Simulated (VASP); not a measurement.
# GaSb (F-43m) in VASP: notebook

GaSb is run at these levels: PBE; tasks: single point.

Everything below comes from runs of VASP 6.6.1. Logs are shortened: lines on timing, memory, paths and dates and some standing lists are left out, and cuts for length are marked.

### 1 The cell of the first run

The structure is cubic, space group F-43m (No. 216). The conventional cell has a = 5.950 Å, b = 5.950 Å, c = 5.950 Å, α = 90.00°, β = 90.00°, γ = 90.00°. Within 3.4 Å of Ga (site symmetry -43m) lie 4 Sb at 2.58 Å. Within 3.4 Å of Sb (site symmetry -43m) lie 4 Ga at 2.58 Å.

### 2 Single point, PBE

INCAR reads:

```
PREC = Accurate
ENCUT = 500
EDIFF = 1E-6
ISMEAR = 0
SIGMA = 0.01
LREAL = F
LASPH = T
NELM = 120
ALGO = Normal
ISIF = 2
LWAVE = F
LCHARG = F
GGA = PE
NBANDS = 16
GGA_COMPAT = F
```

KPOINTS reads:

```
regular mesh
0
Gamma
  6 6 6
```

POSCAR reads:

```
GaSb
1.0
    0.0000000000      2.9751492194      2.9751492194
    2.9751492194      0.0000000000      2.9751492194
    2.9751492194      2.9751492194      0.0000000000
Ga Sb
1 1
Direct
    0.0000000000      0.0000000000      0.0000000000
    0.2500000000      0.2500000000      0.2500000000
```

Potentials or basis: VASP PAW PBE potentials, release 64 (Ga_d, Sb).

The run is started by

```
$ cat potpaw_PBE.64/Ga_d/POTCAR potpaw_PBE.64/Sb/POTCAR > POTCAR
$ mpirun -np 1 vasp_std > vasp.out
```

OUTCAR:

```text
PREC = Accurate
   ENCUT = 500
   EDIFF = 1E-6
   ISMEAR = 0
   LREAL = F
   LASPH = T
   NELM = 120
   ISIF = 2
   GGA = PE

 ion  position               nearest neighbor table
   1  0.000  0.000  0.000-   2 2.58   2 2.58   2 2.58   2 2.58
   2  0.250  0.250  0.250-   1 2.58   1 2.58   1 2.58   1 2.58

  LATTYP: Found a face centered cubic cell.
 ALAT       =     5.9502984388

  Lattice vectors:

 A1 = (   0.0000000000,   2.9751492194,   2.9751492194)
 A2 = (   2.9751492194,   0.0000000000,   2.9751492194)
 A3 = (   2.9751492194,   2.9751492194,   0.0000000000)

Analysis of symmetry for initial positions (statically):
=====================================================================
 Subroutine PRICEL returns:
 Original cell was already a primitive cell.

 Routine SETGRP: Setting up the symmetry group for a
 face centered cubic supercell.

 Subroutine GETGRP returns: Found 24 space group operations
 (whereof 24 operations were pure point group operations)
 out of a pool of 48 trial point group operations.

The static configuration has the point symmetry T_d .

Analysis of symmetry for dynamics (positions and initial velocities):
=====================================================================
 Subroutine PRICEL returns:
 Original cell was already a primitive cell.

 Routine SETGRP: Setting up the symmetry group for a
 face centered cubic supercell.

 Subroutine GETGRP returns: Found 24 space group operations
 (whereof 24 operations were pure point group operations)
 out of a pool of 48 trial point group operations.

The dynamic configuration has the point symmetry T_d .

 Subroutine INISYM returns: Found 24 space group operations
 (whereof 24 operations are pure point group operations),
 and found     1 'primitive' translations

----------------------------------------------------------------------------------------

                                     Primitive cell

  volume of cell :      52.6691

  direct lattice vectors                    reciprocal lattice vectors
     0.000000000  2.975149219  2.975149219    -0.168058797  0.168058797  0.168058797
     2.975149219  0.000000000  2.975149219     0.168058797 -0.168058797  0.168058797
     2.975149219  2.975149219  0.000000000     0.168058797  0.168058797 -0.168058797

  length of vectors
     4.207496376  4.207496376  4.207496376     0.291086376  0.291086376  0.291086376

  position of ions in fractional coordinates (direct lattice)
     0.000000000  0.000000000  0.000000000
[... 69 lines left out ...]
   EDIFF  = 0.1E-05   stopping-criterion for ELM
   LREAL  =      F    real-space projection
   EDIFFG = 0.1E-04   stopping-criterion for IOM
   NSW    =      0    number of steps for IOM
   IBRION =     -1    ionic relax: 0-MD 1-quasi-New 2-CG
   NFREE  =      0    steps in history (QN), initial steepest desc. (CG)
   ISIF   =      2    stress and relaxation
   ISYM   =      2    0-nonsym 1-usesym 2-fastsym
   POTIM  = 0.5000    time-step for ionic-motion
   TEBEG  =    0.0;   TEEND  =   0.0 temperature during run
   PSTRESS=    0.0 pullay stress
   NELECT =      18.0000    total number of electrons
   NUPDOWN=      -1.0000    fix difference up-down
   EMIN   =  10.00;   EMAX   =-10.00  energy-range for DOS
   EFERMI =   0.00;   METHOD = LEGACY
   ISMEAR =     0;   SIGMA  =   0.01  broadening in eV -4-tet -1-fermi 0-gaus
   EFERMI_NEDOS =   21; number of points for ismear=-14 and -15
   IALGO  =     38    algorithm
   IMIX   =      4    mixing-type and parameters
     AMIX     =   0.40;   BMIX     =  1.00
     AMIX_MAG =   1.60;   BMIX_MAG =  1.00
  volume/ion in A,a.u.               =      26.33       177.71
  Fermi-wavevector in a.u.,A,eV,Ry     =   1.144582  2.162946 17.824557  1.310068
  Thomas-Fermi vector in A             =   2.281273
   LORBIT       =      0    0 simple, 1 ext, 2 COOP (PROOUT), +10 PAW based schemes
   GGA     = PE    functional components
   LHFCALC =     F    Hartree Fock is set to
   AEXX    =    0.0000 exact exchange contribution
   IVDW    =     0    specifies the selected vdW correction
   LEPSILON=     F    determine dielectric tensor
   LRPA    =     F    only Hartree local field effects (RPA)
 non-spin polarized calculation
 Gauss-broadening in eV      SIGMA  =   0.01
  energy-cutoff  :      500.00
  volume of cell :       52.67
 maximum number of plane-waves:      1363
 NGX is ok and might be reduce to    32
   NGX = 15   NGY = 15   NGZ = 15

 number of electron      18.0000014 magnetization

 Free energy of the ion-electron system (eV)
  ---------------------------------------------------
  ext. energy  EPLUGINS =         0.00000000
  ---------------------------------------------------
  free energy    TOTEN  =        -7.17856211 eV

  energy without entropy =       -7.17856211  energy(sigma->0) =       -7.17856211

 E-fermi :   5.8548     XC(G=0):  -9.4538

 val. band max:        5.7726390374   @ k =   0.0000   0.0000   0.0000
 cond. band min:       6.3551223974   @ k =   0.5000   0.0000   0.0000
 fundamental gap:      0.5824833600
 Fermi energy:         5.8547895318

 k-point     1 :       0.0000    0.0000    0.0000
  band No.  band energies     occupation
      1      -9.4599      2.00000
      2      -9.4599      2.00000
      3      -9.4599      2.00000
      4      -9.3961      2.00000
      5      -9.3961      2.00000
      6      -6.3179      2.00000
[... 281 lines left out ...]
      3      -9.4291      2.00000
      4      -9.4073      2.00000
      5      -9.3944      2.00000
      6      -3.4626      2.00000
[... 8 lines left out ...]
     15      16.2650      0.00000
     16      17.5610      0.00000

------------------------ aborting loop because EDIFF is reached ----------------------------------------

  FORCE on cell =-STRESS in cart. coord.  units (eV):
  Direction    XX          YY          ZZ          XY          YZ          ZX
  --------------------------------------------------------------------------------------
  -------------------------------------------------------------------------------------
  Total        2.6348695      2.6348695      2.6348695     -0.0000000     -0.0000000     -0.0000000
  in kB       80.1518287     80.1518287     80.1518287     -0.0000000     -0.0000000     -0.0000000
  external PRESSURE =      80.1518287 kB  Pullay stress =       0.0000000 kB

 VOLUME and BASIS-vectors are now :
 -----------------------------------------------------------------------------
  energy-cutoff  :      500.00
  volume of cell :       52.67
      direct lattice vectors                 reciprocal lattice vectors
     0.000000000  2.975149219  2.975149219    -0.168058797  0.168058797  0.168058797
     2.975149219  0.000000000  2.975149219     0.168058797 -0.168058797  0.168058797
     2.975149219  2.975149219  0.000000000     0.168058797  0.168058797 -0.168058797

 POSITION                                       TOTAL-FORCE (eV/Angst)
 -----------------------------------------------------------------------------------
      0.00000      0.00000      0.00000        -0.000000     -0.000000     -0.000000
      1.48757      1.48757      1.48757         0.000000      0.000000      0.000000
 -----------------------------------------------------------------------------------
    total drift:                                0.000001      0.000001      0.000001

  FREE ENERGIE OF THE ION-ELECTRON SYSTEM (eV)
  ---------------------------------------------------
  free  energy   TOTEN  =        -7.1785621076 eV

  energy  without entropy=       -7.1785621076  energy(sigma->0) =       -7.17856211
```

Wall time 5.5 s (1 thread of Intel Xeon 6975P-C (Granite Rapids), shared host); peak memory 0.17 GiB.

Results:

* Free energy: -7.1786 eV
* Pressure: 8.0 GPa
* Band gap on the k mesh: 0.58 eV, indirect (least direct gap 0.65 eV)

Levels at points of the mesh, in eV from the valence-band top:
| k point | band 5 | band 6 | band 7 | band 8 | band 9 | band 10 | band 11 | band 12 | band 13 | band 14 |
| --- | --- | --- | --- | --- | --- | --- | --- | --- | --- | --- |
| (0.00, 0.00, 0.00) | -15.17 | -12.09 | 0.00 | 0.00 | 0.00 | 0.65 | 2.74 | 2.74 | 2.74 | 5.88 |
| (0.50, 0.00, 0.00) | -15.17 | -10.24 | -6.81 | -1.30 | -1.30 | 0.58 | 3.73 | 3.73 | 6.39 | 9.87 |
| (0.50, 0.50, 0.00) | -15.16 | -9.28 | -7.22 | -2.88 | -2.88 | 0.79 | 1.08 | 9.23 | 9.23 | 10.80 |

Caveat: spin-orbit coupling is left out, which moves the levels of the heavy elements.

### 3 Single point, PBE

This run uses another cell than the first one, of 27.10 Å³/atom, 1.029 times its volume.

INCAR reads:

```
  PREC = Accurate
  ENCUT = 500
  EDIFF = 1E-6
  ISMEAR = 0
  SIGMA = 0.01
  LREAL = False
  LASPH = True
  NELM = 120
  ALGO = Normal
  ISIF = 2
  LWAVE = False
  LCHARG = True
  GGA = PE
  LELF = True
  LVHAR = True
  NBANDS = 16
  GGA_COMPAT = False
```

KPOINTS is that of step 2.

POSCAR reads:

```
GaSb
1.0
    0.0000000000      3.0036212769      3.0036212769
    3.0036212769      0.0000000000      3.0036212769
    3.0036212769      3.0036212769      0.0000000000
Ga Sb
1 1
Direct
    0.0000000000      0.0000000000      0.0000000000
    0.2500000000      0.2500000000      0.2500000000
```

Potentials or basis: VASP PAW PBE potentials, release 64 (Ga_d, Sb).

The run is started by

```
$ cat potpaw_PBE.64/Ga_d/POTCAR potpaw_PBE.64/Sb/POTCAR > POTCAR
$ mpirun -np 1 vasp_std > vasp.out
```

Run time: 5.8 s. Hardware: 1 thread of Intel Xeon 6975P-C (Granite Rapids), shared host; peak memory 0.18 GiB.

The run converged. Its results:

- Free energy: -7.2444 eV
- Pressure: 5.8 GPa
- Band gap on the k mesh: 0.43 eV, direct

Levels at points of the mesh, in eV from the valence-band top:
```csv
k point,band 7,band 8,band 9,band 10,band 11,band 12
"(0.00, 0.00, 0.00)",0.00,0.00,0.00,0.43,2.75,2.75
"(0.50, 0.00, 0.00)",-6.65,-1.25,-1.25,0.52,3.74,3.74
"(0.50, 0.50, 0.00)",-7.08,-2.78,-2.78,0.84,1.14,9.04
```

Caveat: spin-orbit coupling is left out, which moves the levels of the heavy elements.

### 4 Single point, PBE

This run uses another cell than the first one, of 27.86 Å³/atom, 1.058 times its volume.

INCAR reads:

```
SYSTEM = GaSb
PREC     = Accurate       ! precision mode
ENCUT    = 500            ! plane-wave cutoff, eV
EDIFF    = 1E-6           ! SCF threshold, eV
ISMEAR   = 0              ! smearing method
SIGMA    = 0.01           ! smearing width, eV
LREAL    = .False.        ! projectors in reciprocal space
LASPH    = .True.         ! aspherical terms in the spheres
NELM     = 120            ! most SCF steps
ALGO     = Normal         ! electronic algorithm
ISIF     = 2              ! what is computed and relaxed
LWAVE    = .False.        ! write WAVECAR
LCHARG   = .True.         ! write CHGCAR
GGA      = PE             ! functional
LELF     = .True.         ! ELF
LVHAR    = .True.       
NBANDS   = 16             ! bands
GGA_COMPAT= .False.
```

KPOINTS reads:

```
Automatic mesh
0
Gamma
  6 6 6
  0 0 0
```

POSCAR reads:

```
GaSb
1.0
    0.0000000000      3.0315635445      3.0315635445
    3.0315635445      0.0000000000      3.0315635445
    3.0315635445      3.0315635445      0.0000000000
Ga Sb
1 1
Direct
    0.0000000000      0.0000000000      0.0000000000
    0.2500000000      0.2500000000      0.2500000000
```

The run is started by

```
$ cat potpaw_PBE.64/Ga_d/POTCAR potpaw_PBE.64/Sb/POTCAR > POTCAR
$ mpirun -np 1 vasp_std > vasp.out
```

Wall time 5.8 s (1 thread of Intel Xeon 6975P-C (Granite Rapids), shared host); peak memory 0.18 GiB.

It converged, with:

| Property | Result |
| --- | --- |
| Free energy | -7.2910 eV |
| Pressure | 4.0 GPa |
| Band gap on the k mesh | 0.23 eV, direct |

Levels at points of the mesh, in eV from the valence-band top:
| k point | band 6 | band 7 | band 8 | band 9 | band 10 | band 11 | band 12 | band 13 |
| --- | --- | --- | --- | --- | --- | --- | --- | --- |
| (0.00, 0.00, 0.00) | -11.67 | 0.00 | 0.00 | 0.00 | 0.23 | 2.76 | 2.76 | 2.76 |
| (0.50, 0.00, 0.00) | -9.97 | -6.51 | -1.20 | -1.20 | 0.46 | 3.74 | 3.74 | 6.45 |
| (0.50, 0.50, 0.00) | -9.10 | -6.94 | -2.67 | -2.67 | 0.87 | 1.20 | 8.86 | 8.86 |

Caveat: spin-orbit coupling is left out, which moves the levels of the heavy elements.

### 5 Summary

```csv
cell,gap on the mesh (eV),pressure (GPa)
"a = 4.207 Å, angles 60.0°, 2 atoms",0.58,8.0
"a = 4.248 Å, angles 60.0°, 2 atoms",0.43,5.8
"a = 4.287 Å, angles 60.0°, 2 atoms",0.23,4.0
```

Alike in all rows: task single point; level PBE; potentials or basis VASP PAW PBE potentials, release 64 (Ga_d, Sb); no spin polarisation; k mesh 6 × 6 × 6; cutoff (eV) 500; smearing gaussian 0.01 eV.

Caveats: spin-orbit coupling is left out, which moves the levels of the heavy elements.

Total energies depend on the potentials used, so only differences within one code and one set of settings carry meaning.
